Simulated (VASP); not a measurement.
# SrTiO3 in VASP: a series of runs, part 2 of 3

VASP 6.6.1. The steps go on from the part before.

**3. Electric field gradients, PBEsol (equal xx and yy strain of -3 %)**

File INCAR:

```
SYSTEM = SrTiO3
ALGO     = Normal         ! electronic algorithm
EDIFF    = 1E-8           ! SCF threshold, eV
ENCUT    = 520            ! plane-wave cutoff, eV
GGA      = PS             ! functional
ISIF     = 2              ! what is computed and relaxed
ISMEAR   = -1             ! smearing method
LASPH    = .TRUE.         ! aspherical terms in the spheres
LCHARG   = .FALSE.        ! write CHGCAR
LEFG     = .TRUE.       
LREAL    = .FALSE.        ! projectors in reciprocal space
LWAVE    = .FALSE.        ! write WAVECAR
NBANDS   = 28             ! bands
NELM     = 60             ! most SCF steps
PREC     = Accurate       ! precision mode
SIGMA    = 0.05           ! smearing width, eV
```

File KPOINTS:

```
k-points
0
G
  7 7 7
  0 0 0
```

File POSCAR:

```
SrTiO3
1.0
    3.7878500000      0.0000000000      0.0000000000
    0.0000000000      3.7878500000      0.0000000000
    0.0000000000      0.0000000000      3.9050000000
Sr Ti O
1 1 3
Direct
    0.0000000000      0.0000000000      0.0000000000
    0.5000000000      0.5000000000      0.5000000000
    0.0000000000      0.5000000000      0.5000000000
    0.5000000000      0.0000000000      0.5000000000
    0.5000000000      0.5000000000      0.0000000000
```

Potentials or basis: VASP PAW PBE potentials, release 64 (Sr_sv, Ti_sv, O).

Launch:

```
cat potpaw_PBE.64/Sr_sv/POTCAR potpaw_PBE.64/Ti_sv/POTCAR potpaw_PBE.64/O/POTCAR > POTCAR
mpirun -np 1 vasp_std > vasp.out
```

OUTCAR:

```text
SYSTEM = SrTiO3
   EDIFF = 1E-8
   ENCUT = 520
   GGA = PS
   ISIF = 2
   ISMEAR = -1
   LASPH = .TRUE.
   LREAL = .FALSE.
   NELM = 60
   PREC = Accurate

 ion  position               nearest neighbor table
   1  0.000  0.000  0.000-   5 2.68   5 2.68   5 2.68   5 2.68   4 2.72   3 2.72   4 2.72   3 2.72
                             4 2.72   3 2.72   4 2.72   3 2.72   2 3.31   2 3.31   2 3.31   2 3.31
   2  0.500  0.500  0.500-   3 1.89   4 1.89   4 1.89   3 1.89   5 1.95   5 1.95   1 3.31   1 3.31
                             1 3.31   1 3.31   1 3.31   1 3.31   1 3.31   1 3.31
   3  0.000  0.500  0.500-   2 1.89   2 1.89   1 2.72   1 2.72   1 2.72   1 2.72
   4  0.500  0.000  0.500-   2 1.89   2 1.89   1 2.72   1 2.72   1 2.72   1 2.72
   5  0.500  0.500  0.000-   2 1.95   2 1.95   1 2.68   1 2.68   1 2.68   1 2.68

  LATTYP: Found a simple tetragonal cell.
 ALAT       =     3.7878500000
 C/A-ratio  =     1.0309278351

  Lattice vectors:

 A1 = (   3.7878500000,   0.0000000000,   0.0000000000)
 A2 = (   0.0000000000,   3.7878500000,   0.0000000000)
 A3 = (   0.0000000000,   0.0000000000,   3.9050000000)
[... 957 lines left out ...]
      1.89393      0.00000      1.95250         0.000000      0.000000      0.000000
      1.89393      1.89393      0.00000         0.000000      0.000000      0.000000
 -----------------------------------------------------------------------------------
    total drift:                                0.000000      0.000000      0.000000

  FREE ENERGIE OF THE ION-ELECTRON SYSTEM (eV)
  ---------------------------------------------------
  free  energy   TOTEN  =       -41.8757612227 eV

  energy  without entropy=      -41.8757612222  energy(sigma->0) =      -41.87576122

 Electric field gradients (V/A^2)
---------------------------------------------------------------------
 ion       V_xx      V_yy      V_zz      V_xy      V_xz      V_yz
---------------------------------------------------------------------
   1      -2.719    -2.719     5.438    -0.000    -0.000    -0.000
   2     -16.379   -16.379    32.758    -0.000     0.000    -0.000
   3      -1.823    -4.486     6.308     0.000    -0.000    -0.000
   4      -4.486    -1.823     6.308    -0.000     0.000    -0.000
   5      -6.199    -6.199    12.398     0.000    -0.000    -0.000
---------------------------------------------------------------------

 Electric field gradients after diagonalization (V/A^2)
 (convention: |V_zz| > |V_xx| > |V_yy|)
----------------------------------------------------------------------
 ion       V_xx      V_yy      V_zz     asymmetry (V_yy - V_xx)/ V_zz
----------------------------------------------------------------------
   1      -2.719    -2.719     5.438       0.000
   2     -16.379   -16.379    32.758       0.000
   3      -4.486    -1.823     6.308       0.422
   4      -4.486    -1.823     6.308       0.422
   5      -6.199    -6.199    12.398       0.000
----------------------------------------------------------------------

           NMR quadrupolar parameters

 Cq : quadrupolar parameter    Cq=e*Q*V_zz/h
 eta: asymmetry parameters     (V_yy - V_xx)/ V_zz
 Q  : nuclear electric quadrupole moment in mb (millibarn)
----------------------------------------------------------------------
 ion       Cq(MHz)       eta       Q (mb)
----------------------------------------------------------------------
   1       0.013       0.000       1.000
   2       0.079       0.000       1.000
   3       0.015       0.422       1.000
   4       0.015       0.422       1.000
   5       0.030       0.000       1.000
----------------------------------------------------------------------
```

OSZICAR:

```text
N       E                     dE             d eps       ncg     rms          rms(c)
DAV:   1     0.430134788348E+03    0.43013E+03   -0.21420E+04  2240   0.160E+03
DAV:   2    -0.575319898000E+01   -0.43589E+03   -0.41601E+03  2520   0.444E+02
DAV:   3    -0.492707024546E+02   -0.43518E+02   -0.43159E+02  3088   0.135E+02
DAV:   4    -0.512205357394E+02   -0.19498E+01   -0.19457E+01  3356   0.246E+01
DAV:   5    -0.512616378016E+02   -0.41102E-01   -0.41094E-01  3072   0.311E+00    0.296E+01
DAV:   6    -0.418905565116E+02    0.93711E+01   -0.46772E+01  3212   0.654E+01    0.171E+01
DAV:   7    -0.419282770784E+02   -0.37721E-01   -0.60082E+00  2884   0.187E+01    0.124E+01
DAV:   8    -0.419887535974E+02   -0.60477E-01   -0.15245E+00  2580   0.136E+01    0.384E+00
DAV:   9    -0.418827019592E+02    0.10605E+00   -0.37364E-01  2620   0.676E+00    0.111E+00
DAV:  10    -0.418821826932E+02    0.51927E-03   -0.10695E-01  2748   0.220E+00    0.752E-01
DAV:  11    -0.418758553576E+02    0.63273E-02   -0.30663E-02  3372   0.164E+00    0.151E-01
DAV:  12    -0.418757588227E+02    0.96535E-04   -0.20622E-03  2728   0.564E-01    0.920E-02
DAV:  13    -0.418757691395E+02   -0.10317E-04   -0.49835E-04  3192   0.166E-01    0.501E-02
DAV:  14    -0.418757654068E+02    0.37327E-05   -0.50363E-05  3092   0.634E-02    0.239E-02
DAV:  15    -0.418757611651E+02    0.42417E-05   -0.16225E-05  3208   0.340E-02    0.128E-02
DAV:  16    -0.418757612197E+02   -0.54546E-07   -0.60000E-06  2676   0.240E-02    0.261E-03
DAV:  17    -0.418757612179E+02    0.17167E-08   -0.33209E-07  2784   0.474E-03    0.214E-03
DAV:  18    -0.418757612227E+02   -0.47567E-08   -0.45246E-08  2492   0.173E-03
   1 F= -.41875761E+02 E0= -.41875761E+02  d E =-.456846E-09
```

stdout:

```text
POSCAR found type information on POSCAR SrTiO
 POSCAR found :  3 types and       5 ions
 scaLAPACK will be used
 -----------------------------------------------------------------------------
|                                                                             |
|                                                                             |
|     You enforced a specific xc type in the INCAR file but a different       |
|     I HOPE YOU KNOW WHAT YOU ARE DOING!                                     |
|                                                                             |
 -----------------------------------------------------------------------------

 LDA part: xc-table for (Slater+PW92), standard interpolation
 POSCAR, INCAR and KPOINTS ok, starting setup
 FFT: planning ... GRIDC
 FFT: planning ... GRID_SOFT
 FFT: planning ... GRID
 WAVECAR not read
 entering main loop
ion   1

ion   2

ion   3

ion   4

ion   5
```

Wall time 2.5 min (1 thread of Intel Xeon 8259CL, shared host); peak memory 0.2 GiB.

Results:

- Free energy: -41.8758 eV
- Pressure: 11.5 GPa
- Band gap on the k mesh: 1.94 eV (least direct gap 2.18 eV)
- Largest electric field gradient by atom: Sr +5.4; Ti +32.8; O +6.3, +12.4 (each value once) V/Å²

Stress tensor (GPa, compression positive):
```
14.57  0.00  0.00
 0.00 14.57  0.00
 0.00  0.00  5.44
```

Levels at points of the mesh, in eV from the valence-band top:
```csv
k point,band 16,band 17,band 18,band 19,band 20,band 21,band 22,band 23,band 24,band 25
"(0.00, 0.00, 0.00)",-1.19,-1.19,-0.29,-0.24,-0.24,1.94,1.94,2.00,4.68,4.90
```

Electric field gradients, principal values (V/Å²):
```csv
atom,least,middle,greatest (by size)
1 Sr,-2.719,-2.719,5.438
2 Ti,-16.379,-16.379,32.758
3 O,-1.823,-4.486,6.308
4 O,-1.823,-4.486,6.308
5 O,-6.199,-6.199,12.398
```

Caveat: the cell differs from its parent crystal (equal xx and yy strain of -3 %); the stress differs along the axes, from 5 to 15 GPa; without QUAD_EFG the Cq values of the log hold for a quadrupole moment of 1 mb, not for the nuclei; the PAW data sets were made with another functional, which shifts forces and pressure a little.

(Continued in part 3 of 3.)
